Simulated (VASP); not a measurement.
# Au (I4/mmm) in VASP: further runs

The runs below take Au through single point, with PBEsol.

All numbers are computed with VASP 6.6.1; they aren't measurements. Logs are shortened: lines on timing, memory, paths and dates and some standing lists are left out, and cuts for length are marked.

**1. The cell of the first run**

The structure is tetragonal, space group I4/mmm (No. 139). The conventional cell has a = 3.161 Å, b = 3.161 Å, c = 3.323 Å, α = 90.00°, β = 90.00°, γ = 90.00°. Within 3.7 Å of Au (site symmetry 4/mmm) lie 14 Au at 2.79 to 3.32 Å.

**2. Single point, PBEsol (strain -0.025 along x and y, +0.025 along z)**

The input, INCAR:

```
SYSTEM = Au
ALGO = Fast
EDIFF = 1E-6
ENCUT = 520
GGA = PS
ISIF = 2
ISMEAR = 0
LASPH = .TRUE.
LCHARG = .FALSE.
LREAL = .FALSE.
LWAVE = .FALSE.
NBANDS = 12
NELM = 100
PREC = Accurate
SIGMA = 0.15
```

The input, KPOINTS:

```
k-points
0
G
  26 26 26
  0 0 0
```

The input, POSCAR:

```
Au
1.0
   -1.5805465595      1.5805465595      1.6616002293
    1.5805465595     -1.5805465595      1.6616002293
    1.5805465595      1.5805465595     -1.6616002293
Au
1
Direct
    0.0000000000      0.0000000000      0.0000000000
```

Potentials or basis: VASP PAW PBE potentials, release 64 (Au).

On the command line:

```bash
> cat potpaw_PBE.64/Au/POTCAR > POTCAR
> mpirun -np 1 vasp_std > vasp.out
```

OUTCAR:

```text
SYSTEM = Au
   EDIFF = 1E-6
   ENCUT = 520
   GGA = PS
   ISIF = 2
   ISMEAR = 0
   LASPH = .TRUE.
   LREAL = .FALSE.
   NELM = 100
   PREC = Accurate

 ion  position               nearest neighbor table
   1  0.000  0.000  0.000-

  LATTYP: Found a body centered tetragonal cell.
 ALAT       =     3.1610931190
 C/A-ratio  =     1.0512820513

  Lattice vectors:

 A1 = (  -1.5805465595,   1.5805465595,   1.6616002293)
 A2 = (   1.5805465595,  -1.5805465595,   1.6616002293)
 A3 = (   1.5805465595,   1.5805465595,  -1.6616002293)

Analysis of symmetry for initial positions (statically):
=====================================================================
 Subroutine PRICEL returns:
 Original cell was already a primitive cell.

 Routine SETGRP: Setting up the symmetry group for a
 body centered tetragonal supercell.

 Subroutine GETGRP returns: Found 16 space group operations
 (whereof 16 operations were pure point group operations)
 out of a pool of 16 trial point group operations.

The static configuration has the point symmetry D_4h.

Analysis of symmetry for dynamics (positions and initial velocities):
=====================================================================
 Subroutine PRICEL returns:
 Original cell was already a primitive cell.

 Routine SETGRP: Setting up the symmetry group for a
 body centered tetragonal supercell.

 Subroutine GETGRP returns: Found 16 space group operations
 (whereof 16 operations were pure point group operations)
 out of a pool of 16 trial point group operations.

The dynamic configuration has the point symmetry D_4h.

 Subroutine INISYM returns: Found 16 space group operations
 (whereof 16 operations are pure point group operations),
 and found     1 'primitive' translations

----------------------------------------------------------------------------------------

                                     Primitive cell

  volume of cell :      16.6036

  direct lattice vectors                    reciprocal lattice vectors
    -1.580546559  1.580546559  1.661600229     0.000000000  0.316346265  0.300914739
     1.580546559 -1.580546559  1.661600229     0.316346265  0.000000000  0.300914739
     1.580546559  1.580546559 -1.661600229     0.316346265  0.316346265  0.000000000

  length of vectors
     2.785169685  2.785169685  2.785169685     0.436605817  0.436605817  0.447381178

  position of ions in fractional coordinates (direct lattice)
     0.000000000  0.000000000  0.000000000

  ion indices of the primitive-cell ions
   primitive index   ion index
                 1           1

----------------------------------------------------------------------------------------

 KPOINTS: k-points

Automatic generation of k-mesh.
 Grid dimensions read from file:
 generate k-points for:   26   26   26

 Generating k-lattice:

  Cartesian coordinates                     Fractional coordinates (reciprocal lattice)
     0.000000000  0.012167164  0.011573644     0.038461538 -0.000000000  0.000000000
     0.012167164  0.000000000  0.011573644    -0.000000000  0.038461538  0.000000000
     0.012167164  0.012167164  0.000000000     0.000000000  0.000000000  0.038461538

  Length of vectors
     0.016792531  0.016792531  0.017206968

  Shift w.r.t. Gamma in fractional coordinates (k-lattice)
     0.000000000  0.000000000  0.000000000

 Subroutine IBZKPT returns following result:
 ===========================================

 Found   1330 irreducible k-points:

 Following reciprocal coordinates:
            Coordinates               Weight
  0.000000  0.000000  0.000000      1.000000
  0.038462  0.000000  0.000000      8.000000
  0.076923  0.000000  0.000000      8.000000
  0.115385  0.000000 -0.000000      8.000000
  0.153846  0.000000  0.000000      8.000000
  0.192308  0.000000  0.000000      8.000000
[... 16 lines left out ...]
  0.346154  0.038462  0.000000     16.000000
  0.384615  0.038462 -0.000000     16.000000
 [... further k-points ...]
   k-points           NKPTS =   1330   k-points in BZ     NKDIM =   1330   number of bands    NBANDS=     12
   number of dos      NEDOS =    301   number of ions     NIONS =      1
   total plane-waves  NPLWV =  13824
   dimension x,y,z NGX =    24 NGY =   24 NGZ =   24
   dimension x,y,z NGXF=    48 NGYF=   48 NGZF=   48
   ions per type =               1
   NGX,Y,Z   is equivalent  to a cutoff of  14.33, 14.33, 14.33 a.u.
   NGXF,Y,Z  is equivalent  to a cutoff of  28.65, 28.65, 28.65 a.u.
 SYSTEM =  Au
   PREC   = accura    normal or accurate (medium, high low for compatibility)
   ISTART =      0    job   : 0-new  1-cont  2-samecut
   ICHARG =      2    charge: 1-file 2-atom 10-const
   ISPIN  =      1    spin polarized calculation?
   LNONCOLLINEAR =      F non collinear calculations
   LSORBIT =      F    spin-orbit coupling
   LASPH  =      T    aspherical Exc in radial PAW
   ENCUT  =  520.0 eV  38.22 Ry    6.18 a.u.   5.18  5.18  5.18*2*pi/ulx,y,z
   NELM   =    100;   NELMIN=  2; NELMDL= -5     # of ELM steps
   EDIFF  = 0.1E-05   stopping-criterion for ELM
   LREAL  =      F    real-space projection
   EDIFFG = 0.1E-04   stopping-criterion for IOM
   NSW    =      0    number of steps for IOM
   IBRION =     -1    ionic relax: 0-MD 1-quasi-New 2-CG
   NFREE  =      0    steps in history (QN), initial steepest desc. (CG)
   ISIF   =      2    stress and relaxation
   ISYM   =      2    0-nonsym 1-usesym 2-fastsym
   POTIM  = 0.5000    time-step for ionic-motion
   TEBEG  =    0.0;   TEEND  =   0.0 temperature during run
   PSTRESS=    0.0 pullay stress
   NELECT =      11.0000    total number of electrons
   NUPDOWN=      -1.0000    fix difference up-down
   EMIN   =  10.00;   EMAX   =-10.00  energy-range for DOS
   EFERMI =   0.00;   METHOD = LEGACY
   ISMEAR =     0;   SIGMA  =   0.15  broadening in eV -4-tet -1-fermi 0-gaus
   EFERMI_NEDOS =   21; number of points for ismear=-14 and -15
   IALGO  =     68    algorithm
   IMIX   =      4    mixing-type and parameters
     AMIX     =   0.40;   BMIX     =  1.00
     AMIX_MAG =   1.60;   BMIX_MAG =  1.00
  volume/ion in A,a.u.               =      16.60       112.05
  Fermi-wavevector in a.u.,A,eV,Ry     =   1.427158  2.696937 27.712069  2.036780
  Thomas-Fermi vector in A             =   2.547358
   LORBIT       =      0    0 simple, 1 ext, 2 COOP (PROOUT), +10 PAW based schemes
   GGA     = PS    functional components
   LHFCALC =     F    Hartree Fock is set to
   AEXX    =    0.0000 exact exchange contribution
   IVDW    =     0    specifies the selected vdW correction
   LEPSILON=     F    determine dielectric tensor
   LRPA    =     F    only Hartree local field effects (RPA)
 non-spin polarized calculation
 RMM-DIIS sequential band-by-band and
 Gauss-broadening in eV      SIGMA  =   0.15
  energy-cutoff  :      520.00
  volume of cell :       16.60
 maximum number of plane-waves:       462
 NGX is ok and might be reduce to    24
   NGX = 11   NGY = 11   NGZ = 11

 number of electron      11.0000001 magnetization

 Free energy of the ion-electron system (eV)
  ---------------------------------------------------
  ext. energy  EPLUGINS =         0.00000000
  ---------------------------------------------------
  free energy    TOTEN  =        -3.89882551 eV

  energy without entropy =       -3.89630863  energy(sigma->0) =       -3.89756707

 E-fermi :   9.7066     XC(G=0): -13.0414

 val. band max:        9.6913738657   @ k =   0.3846   0.0769   0.0385
 cond. band min:       9.7073037388   @ k =   0.5000   0.0769   0.0385
 fundamental gap:      0.0159298731
 Fermi energy:         9.7065625848

 k-point     1 :       0.0000    0.0000    0.0000
  band No.  band energies     occupation
      1      -0.4704      2.00000
      2       4.6174      2.00000
      3       4.6174      2.00000
      4       4.9502      2.00000
      5       6.5302      2.00000
      6       6.9190      2.00000
      7      25.6606      0.00000
      8      26.5189      0.00000
      9      26.5189      0.00000
     10      33.3454      0.00000
     11      34.7909      0.00000
     12      35.2330      0.00000

 k-point     2 :       0.0385    0.0000    0.0000
  band No.  band energies     occupation
      1      -0.4150      2.00000
      2       4.6201      2.00000
      3       4.6286      2.00000
      4       4.9610      2.00000
      5       6.5153      2.00000
      6       6.9101      2.00000
      7      25.6936      0.00000
      8      26.5127      0.00000
      9      26.5915      0.00000
     10      32.6313      0.00000
     11      34.0019      0.00000
     12      34.9674      0.00000

 k-point     3 :       0.0769    0.0000    0.0000
  band No.  band energies     occupation
      1      -0.2508      2.00000
      2       4.6269      2.00000
      3       4.6353      2.00000
      4       5.0208      2.00000
      5       6.4721      2.00000
      6       6.8884      2.00000
      7      25.7639      0.00000
      8      26.4526      0.00000
      9      26.8065      0.00000
     10      31.5903      0.00000
     11      32.7440      0.00000
     12      34.3232      0.00000

 k-point     4 :       0.1154    0.0000   -0.0000
  band No.  band energies     occupation
      1       0.0158      2.00000
      2       4.5951      2.00000
      3       4.6359      2.00000
      4       5.1730      2.00000
      5       6.4084      2.00000
      6       6.8643      2.00000
      7      25.7396      0.00000
      8      26.2437      0.00000
      9      27.1556      0.00000
     10      30.7547      0.00000
     11      31.6177      0.00000
     12      33.3935      0.00000

 k-point     5 :       0.1538    0.0000    0.0000
  band No.  band energies     occupation
      1       0.3717      2.00000
      2       4.5097      2.00000
      3       4.6476      2.00000
      4       5.4168      2.00000
      5       6.3410      2.00000
      6       6.8455      2.00000
      7      25.2006      0.00000
      8      25.9840      0.00000
      9      27.6246      0.00000
     10      30.3079      0.00000
     11      30.8874      0.00000
     12      32.2696      0.00000
[... 228 lines left out ...]
      1       1.8540      2.00000
      2       4.0893      2.00000
      3       5.0202      2.00000
      4       6.3013      2.00000
      5       6.7763      2.00000
      6       6.8820      2.00000
      7      20.2144      0.00000
      8      24.1778      0.00000
      9      27.3722      0.00000
     10      29.8663      0.00000
     11      31.3881      0.00000
     12      32.4869      0.00000

 k-point    22 :       0.3077    0.0385   -0.0000
  band No.  band energies     occupation
      1       2.0948      2.00000
      2       3.9739      2.00000
      3       5.4548      2.00000
      4       6.3675      2.00000
      5       6.8644      2.00000
      6       7.2774      2.00000
      7      18.5918      0.00000
      8      23.6093      0.00000
      9      26.4311      0.00000
     10      30.5564      0.00000
     11      31.6117      0.00000
     12      33.4820      0.00000

 k-point    23 :       0.3462    0.0385    0.0000
  band No.  band energies     occupation
      1       2.2082      2.00000
      2       3.8738      2.00000
      3       6.0027      2.00000
      4       6.4704      2.00000
      5       6.9528      2.00000
      6       7.7247      2.00000
      7      17.0190      0.00000
      8      23.1188      0.00000
      9      25.5586      0.00000
     10      31.2224      0.00000
     11      31.8470      0.00000
     12      33.7216      0.00000

 k-point    24 :       0.3846    0.0385   -0.0000
  band No.  band energies     occupation
      1       2.2405      2.00000
      2       3.7941      2.00000
      3       6.3113      2.00000
      4       6.6969      2.00000
      5       7.2390      2.00000
      6       8.1745      2.00000
      7      15.5502      0.00000
      8      22.7326      0.00000
      9      24.8362      0.00000
     10      31.7920      0.00000
     11      32.0469      0.00000
     12      33.2370      0.00000

 [... further k-points ...]

------------------------ aborting loop because EDIFF is reached ----------------------------------------

  FORCE on cell =-STRESS in cart. coord.  units (eV):
  Direction    XX          YY          ZZ          XY          YZ          ZX
  --------------------------------------------------------------------------------------
  -------------------------------------------------------------------------------------
  Total        0.4847387      0.4847387      0.5202191      0.0000000      0.0000000      0.0000000
  in kB       46.7753656     46.7753656     50.1990797      0.0000000      0.0000000      0.0000000
  external PRESSURE =      47.9166037 kB  Pullay stress =       0.0000000 kB

 VOLUME and BASIS-vectors are now :
 -----------------------------------------------------------------------------
  energy-cutoff  :      520.00
  volume of cell :       16.60
      direct lattice vectors                 reciprocal lattice vectors
    -1.580546559  1.580546559  1.661600229     0.000000000  0.316346265  0.300914739
     1.580546559 -1.580546559  1.661600229     0.316346265  0.000000000  0.300914739
     1.580546559  1.580546559 -1.661600229     0.316346265  0.316346265  0.000000000

 POSITION                                       TOTAL-FORCE (eV/Angst)
 -----------------------------------------------------------------------------------
      0.00000      0.00000      0.00000         0.000000     -0.000000      0.000000
 -----------------------------------------------------------------------------------
    total drift:                               -0.000000      0.000000      0.000000

  FREE ENERGIE OF THE ION-ELECTRON SYSTEM (eV)
  ---------------------------------------------------
  free  energy   TOTEN  =        -3.8988255067 eV

  energy  without entropy=       -3.8963086253  energy(sigma->0) =       -3.89756707
```

Run time: 3.9 min. Hardware: 1 thread of Intel Xeon 8259CL, shared host; peak memory 0.36 GiB.

Results:

```yaml
Free_energy: -3.8988 eV
Pressure: 4.8 GPa
Band_gap_on_the_k_mesh: zero (an odd number of electrons rules out a gap without spin polarisation)
```

Stress tensor (GPa, compression positive):
```
4.68 0.00 0.00
0.00 4.68 0.00
0.00 0.00 5.02
```

Levels at points of the mesh, in eV from the Fermi level:
| k point | band 3 | band 4 | band 5 | band 6 | band 7 | band 8 | band 9 | band 10 |
| --- | --- | --- | --- | --- | --- | --- | --- | --- |
| (0.00, 0.00, 0.00) | -5.09 | -4.76 | -3.18 | -2.79 | 15.95 | 16.81 | 16.81 | 23.64 |
| (0.50, 0.00, 0.00) | -3.33 | -2.71 | -1.36 | -0.89 | 3.61 | 12.61 | 14.49 | 22.52 |
| (0.50, 0.50, 0.00) | -2.83 | -2.60 | -1.28 | -0.59 | 4.02 | 11.94 | 13.33 | 21.21 |
| (0.50, 0.50, 0.50) | -1.81 | -1.70 | -1.70 | 5.34 | 6.79 | 6.79 | 9.92 | 15.91 |

Caveat: the cell differs from its parent crystal (strain -0.025 along x and y, +0.025 along z); the cell stands under pressure; the PAW data sets were made with another functional, which shifts forces and pressure a little; spin-orbit coupling is left out, which moves the levels of the heavy elements.

**3. Single point, PBEsol (strain +0.000 along x and y, +0.025 along z)**

The input, INCAR:

```
SYSTEM = Au
PREC = Accurate
ENCUT = 520
EDIFF = 1E-6
ISMEAR = 0
SIGMA = 0.15
LREAL = .False.
LASPH = .True.
NELM = 80
ALGO = Fast
ISIF = 2
LWAVE = .False.
LCHARG = .False.
GGA = PS
NBANDS = 12
```

The input, KPOINTS:

```
Automatic mesh
0
Gamma
  26 26 26
  0 0 0
```

The input, POSCAR:

```
Au
1.0
   -1.6210733944      1.6210733944      1.6616002293
    1.6210733944     -1.6210733944      1.6616002293
    1.6210733944      1.6210733944     -1.6616002293
Au
1
Direct
    0.0000000000      0.0000000000      0.0000000000
```

Potentials or basis: VASP PAW PBE potentials, release 64 (Au).

On the command line:

```bash
> cat potpaw_PBE.64/Au/POTCAR > POTCAR
> mpirun -np 1 vasp_std > vasp.out
```

Wall time 3.6 min (1 thread of Intel Xeon 8259CL, shared host); peak memory 0.38 GiB.

It converged, with:

```yaml
Free_energy: -3.8994 eV
Pressure: -4.0 GPa
Band_gap_on_the_k_mesh: zero (an odd number of electrons rules out a gap without spin polarisation)
```

Stress tensor (GPa, compression positive):
```
-4.11  0.00  0.00
 0.00 -4.11  0.00
 0.00  0.00 -3.87
```

Levels at points of the mesh, in eV from the Fermi level:
```
           k point  band 3  band 4  band 5  band 6  band 7  band 8  band 9  band 10
(0.00, 0.00, 0.00)   -4.76   -4.61   -2.93   -2.75   16.23   16.65   16.65    23.35
(0.50, 0.00, 0.00)   -3.07   -2.64   -1.37   -0.62    3.37   12.47   13.91    21.74
(0.50, 0.50, 0.00)   -2.85   -2.58   -1.33   -0.48    3.57   12.12   13.35    20.98
(0.50, 0.50, 0.50)   -1.76   -1.70   -1.70    5.78    6.48    6.48    9.39    15.52
```

Caveat: the cell differs from its parent crystal (strain +0.000 along x and y, +0.025 along z); the cell stands under tension; the PAW data sets were made with another functional, which shifts forces and pressure a little; spin-orbit coupling is left out, which moves the levels of the heavy elements.
